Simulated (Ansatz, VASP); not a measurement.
LiF in VASP and in Ansatz

File INCAR:

```
SYSTEM = LiF
PREC     = Accurate       ! precision mode
ENCUT    = 520            ! plane-wave cutoff, eV
EDIFF    = 1E-7           ! SCF threshold, eV
ISMEAR   = 0              ! smearing method
SIGMA    = 0.05           ! smearing width, eV
LREAL    = .False.        ! projectors in reciprocal space
LASPH    = .True.         ! aspherical terms in the spheres
NELM     = 60             ! most SCF steps
ALGO     = Normal         ! electronic algorithm
ISIF     = 2              ! what is computed and relaxed
LWAVE    = .False.        ! write WAVECAR
LCHARG   = .True.         ! write CHGCAR
LELF     = .True.         ! ELF
LVHAR    = .True.       
NBANDS   = 18             ! bands
```

Contents of KPOINTS:

```
regular mesh
0
Gamma
  9 9 6
  0 0 0
```

File POSCAR:

```
LiF
1.0
    3.0140916337      0.0000000000      0.0000000000
   -1.5070458168      2.6102799241      0.0000000000
    0.0000000000      0.0000000000      4.7086139501
Li F
2 2
Direct
    0.3333333333      0.6666666667      0.3746202181
    0.6666666667      0.3333333333      0.8746202181
    0.3333333333      0.6666666667      0.9910195924
    0.6666666667      0.3333333333      0.4910195924
```

Input for Ansatz:

```yaml
crystal:
  lattice:
    - [3.0140916337, 0.0, 0.0]
    - [-1.5070458168, 2.6102799241, 0.0]
    - [0.0, 0.0, 4.7086139501]
  atoms:
    - { symbol: Li, position: [0.3333333333, 0.6666666667, 0.3746202181] }
    - { symbol: Li, position: [0.6666666667, 0.3333333333, 0.8746202181] }
    - { symbol: F, position: [0.3333333333, 0.6666666667, 0.9910195924] }
    - { symbol: F, position: [0.6666666667, 0.3333333333, 0.4910195924] }
basis:
  ecutwfc: 520.0
kpoints:
  mp_grid: { grid: [9, 9, 6] }
hamiltonian:
  xc: lda
scf:
  occupations: { method: gaussian, width: 0.05 }
output:
  forces: true
  stress: true
  eigenvalues: true
```

Alike in both runs: task single point; functional LDA; k mesh 9 × 9 × 6; occupations gaussian, width 0.05 eV; no spin polarisation.

```csv
,VASP,Ansatz
version,VASP 6.6.1,Ansatz 0.2.0
potentials or method,"VASP PAW LDA potentials, release 64 (Li_sv, F), cutoff 520 eV","scalar-relativistic, plane waves, PAW"
valence electrons in the cell,20,20
```

Ansatz gave:

| Item | Value |
| --- | --- |
| gap on the k mesh at the Fermi level (eV) | 7.90 |
| least direct gap on the mesh (eV) | 7.90 |
| rms of the force components (eV/Å) | 0.053 |

Problem. Which values does VASP return?

Solution. gap on the k mesh at the Fermi level (eV): 7.89; least direct gap on the mesh (eV): 7.89; rms of the force components (eV/Å): 0.054.

LDA's correlation is that of Perdew and Zunger in VASP and of Perdew and Wang (1992) in Ansatz. Atom by atom the forces differ by 0.001 eV/Å (rms over components).

Noted on VASP's run: the cutoff is under 1.25 times that of the potentials, so the pressure is a little rough.
